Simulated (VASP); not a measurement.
Crystal: InBiSe2.

```
In Bi Se
1.0
     5.75405    0.00000    0.00000
     0.00000    5.75405    0.00000
     0.00000    0.00000    3.16541
In Bi Se
1 1 2
Direct
  0.00000 0.00000 0.00000
  0.50000 0.50000 0.50000
  0.50000 0.00000 0.00000
  0.00000 0.50000 0.00000
```

| Quantity | Value |
| --- | --- |
| Program | VASP 6.6.1 |
| Task | relaxation of cell and atoms |
| Functional | PBE |
| Potentials or basis | VASP PAW PBE potentials, release 64 (In_d, Bi_d, Se) |
| Cutoff | 600 eV |
| k mesh | 8 × 8 × 14 |
| Occupations | gaussian, width 0.1 eV |
| Spin | no spin polarisation |

At the start: pressure 0.7 GPa; volume 26.20 Å³/atom.

Where does the relaxation end?

Over 8 steps the energy falls by 2.4 meV/atom and the volume is 26.68 Å³/atom (+1.8 %); space group P4/mmm (No. 123, to 0.05 Å).

The path:
| step | energy change (eV) | largest force (eV/Å) | pressure (GPa) | volume (Å³) |
| --- | --- | --- | --- | --- |
| 1 | 0.0000 | 0.0000 | 0.70 | 104.80 |
| 2 | -0.0032 | 0.0000 | -0.12 | 106.54 |
| 3 | -0.0032 | 0.0000 | -0.01 | 106.30 |
| 4 | -0.0036 | 0.0000 | -0.01 | 106.34 |
| 5 | -0.0052 | 0.0000 | -0.02 | 106.43 |
| 6 | -0.0088 | 0.0000 | -0.02 | 106.62 |
| 7 | -0.0043 | 0.0000 | 0.08 | 106.96 |
| 8 | -0.0094 | 0.0000 | 0.00 | 106.71 |

Final structure:
```
CELL_PARAMETERS angstrom
5.84573 0.00000 0.00000
0.00000 5.84573 0.00000
0.00000 0.00000 3.12274
ATOMIC_POSITIONS crystal
In 0.00000 0.00000 0.00000
Bi 0.50000 0.50000 0.50000
Se 0.50000 0.00000 0.00000
Se 0.00000 0.50000 0.00000
```
